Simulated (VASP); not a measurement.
Here is a VASP 6.6.1 calculation.

Contents of INCAR:

```
PREC = Accurate
ENCUT = 520
EDIFF = 1E-6
ISMEAR = 0
SIGMA = 0.1
LREAL = False
LASPH = True
NELM = 60
ALGO = Normal
ISIF = 2
LWAVE = False
LCHARG = False
GGA = PE
NBANDS = 27
```

The input KPOINTS:

```
Automatic mesh
0
Gamma
  18 18 4
```

The input POSCAR:

```
Zn2SiN2
1.0
    2.7877789676      0.0000000000      0.0000000000
   -1.3938894838      2.4142874061      0.0000000000
    0.0000000000      0.0000000000     14.7878247123
Zn Si N
2 1 2
Direct
    0.0000000000      0.0000000000      0.8253488519
    0.0000000000      0.0000000000      0.1746511481
    0.0000000000      0.0000000000      0.0000000000
    0.0000000000      0.0000000000      0.4628055121
    0.0000000000      0.0000000000      0.5371944879
```

Potentials or basis: VASP PAW PBE potentials, release 64 (Zn, Si, N).

Run with:

```sh
$ cat potpaw_PBE.64/Zn/POTCAR potpaw_PBE.64/Si/POTCAR potpaw_PBE.64/N/POTCAR > POTCAR
$ mpirun -np 1 vasp_std > vasp.out
```

Question: What does it give for the pressure?

Answer: 1.0 GPa.

Question: Estimate the band gap on the k mesh.

Answer: Zero (bands 19 and 20 overlap by 0.48 eV).

Stress tensor (GPa, compression positive):
```
-0.02  0.00  0.00
 0.00 -0.02  0.00
 0.00  0.00  3.18
```

Caveat: the standard files for N, O and F lose accuracy on very short bonds; forces of over 1 eV/Å act on the atoms, so gaps and moduli don't describe the material at rest.
